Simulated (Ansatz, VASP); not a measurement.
# TiO2: VASP beside Ansatz

```
Ti O
1.0
     4.59736    0.00000    0.00000
     0.00000    4.59736    0.00000
     0.00000    0.00000    3.23231
Ti O
2 4
Direct
  0.00000 0.00000 0.00000
  0.50000 0.50000 0.50000
  0.30514 0.30514 0.00000
  0.19486 0.80514 0.50000
  0.69486 0.69486 0.00000
  0.80514 0.19486 0.50000
```

Change from the starting cell: strain +0.000 along x and y, +0.080 along z, atoms carried along.

Alike in both runs: task single point; functional r2SCAN; k mesh 6 × 6 × 8; occupations gaussian, width 0.05 eV; no spin polarisation; Hubbard terms Ti d U = 4.0 eV.

```csv
,VASP,Ansatz
version,VASP 6.6.1,Ansatz 0.2.0
potentials or method,"VASP PAW PBE potentials, release 64 (Ti_sv, O), cutoff 520 eV","scalar-relativistic, plane waves, PAW"
valence electrons in the cell,48,48
```

|  | VASP | Ansatz | Ansatz less VASP |
| --- | --- | --- | --- |
| gap on the k mesh at the Fermi level (eV) | 2.54 | 2.51 | -0.032 |
| least direct gap on the mesh (eV) | 2.54 | 2.55 | +0.003 |
| pressure (GPa) | -14.4 | -17.7 | -3.31 |
| traceless stress, the component that is largest in VASP (GPa) | -13.50 | -13.24 | +0.255 |
| rms of the force components (eV/Å) | 0.060 | 0.067 | +0.0074 |

VASP's potentials were made for PBE, not for r2SCAN. The programs project onto different local orbitals, so the same U acts differently, and such runs can settle in different states. Atom by atom the forces differ by 0.007 eV/Å (rms over components).
